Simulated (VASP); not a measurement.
Here is a VASP 6.6.1 calculation.

Contents of INCAR:

```
ALGO = Normal
EDIFF = 1E-7
ENCUT = 520
GGA = PE
ISIF = 2
ISMEAR = 0
LASPH = True
LCHARG = False
LREAL = False
LWAVE = False
NBANDS = 15
NELM = 60
PREC = Accurate
SIGMA = 0.15
```

File KPOINTS:

```
k-points
0
Gamma
  18 18 18
```

The input POSCAR:

```
TaN
1.0
    0.0000000000      2.2879500000      2.2879500000
    2.2879500000      0.0000000000      2.2879500000
    2.2879500000      2.2879500000      0.0000000000
Ta N
1 1
Direct
    0.5000000000      0.5000000000      0.5000000000
    0.0000000000      0.0000000000      0.0000000000
```

Potentials or basis: VASP PAW PBE potentials, release 64 (Ta_pv, N).

Command:

```console
$ cat potpaw_PBE.64/Ta_pv/POTCAR potpaw_PBE.64/N/POTCAR > POTCAR
$ mpirun -np 1 vasp_std > vasp.out
```

Task: Predict the band gap on the k mesh.

Result: Zero (bands 8 and 9 overlap by 3.35 eV).

Task: Predict the pressure.

Result: -27.1 GPa.

Caveat: the cell differs from its parent crystal (strain +0.050 along x and y, +0.050 along z); the cell stands under tension; spin-orbit coupling is left out, which moves the levels of the heavy elements.
